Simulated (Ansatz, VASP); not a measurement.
ZnS in VASP and in Ansatz

INCAR

```
PREC = Accurate ; ENCUT = 520
EDIFF = 1E-6 ; ISMEAR = -1
SIGMA = 0.01 ; LREAL = False
LASPH = True ; NELM = 60
ALGO = Normal ; ISIF = 2
LWAVE = False ; LCHARG = False
GGA = PS ; NBANDS = 16
```

KPOINTS

```
regular mesh
0
Gamma
  8 8 8
```

POSCAR

```
ZnS
1.0
    0.0000000000      2.7576958202      2.7576958202
    2.7576958202      0.0000000000      2.7576958202
    2.7576958202      2.7576958202      0.0000000000
Zn S
1 1
Direct
    0.0000000000      0.0000000000      0.0000000000
    0.7500000000      0.7500000000      0.7500000000
```

Input for Ansatz:

```yaml
crystal:
  lattice:
    - [0.0, 2.7576958202, 2.7576958202]
    - [2.7576958202, 0.0, 2.7576958202]
    - [2.7576958202, 2.7576958202, 0.0]
  atoms:
    - { symbol: Zn, position: [0.0, 0.0, 0.0] }
    - { symbol: S, position: [0.75, 0.75, 0.75] }
kpoints:
  mp_grid: { grid: [8, 8, 8] }
  band_path:
    path:
      - [0.0, 0.0, 0.0]
      - [-0.5, -0.5, 0.0]
      - [-0.375, -0.375, 0.25]
      - [-0.375, 0.0, 0.375]
      - [0.0, 0.0, 0.0]
      - [0.0, 0.0, 0.5]
      - [-0.5, -0.25, 0.25]
      - [-0.5, -0.5, 0.0]
    npoints: 5
scf:
  occupations: { method: fermi_dirac, width: 0.01 }
hamiltonian:
  xc: pbesol
  pseudopotentials: { kind: all_electron, lapw: { basis_error: 0.00025 } }
output:
  forces: true
  stress: true
  eigenvalues: true
```

Change from the starting cell: volume scaled by 1.06.

Alike in both runs: task single point; functional PBEsol; k mesh 8 × 8 × 8; occupations fermi-dirac, width 0.01 eV; no spin polarisation.

|  | VASP | Ansatz |
| --- | --- | --- |
| version | VASP 6.6.1 | Ansatz 0.2.0 |
| potentials or method | VASP PAW PBE potentials, release 64 (Zn, S), cutoff 520 eV | all-electron LAPW, scalar-relativistic |

Ansatz gave:

```
gap on the k mesh at the Fermi level (eV) : 1.72
pressure (GPa)                            : -5.7
```

Q: Estimate VASP's values.

A: gap on the k mesh at the Fermi level (eV): 1.72; pressure (GPa): -5.5.

VASP's potentials were made for PBE, not for PBEsol. Ansatz ran all-electron here, and VASP with PAW potentials.
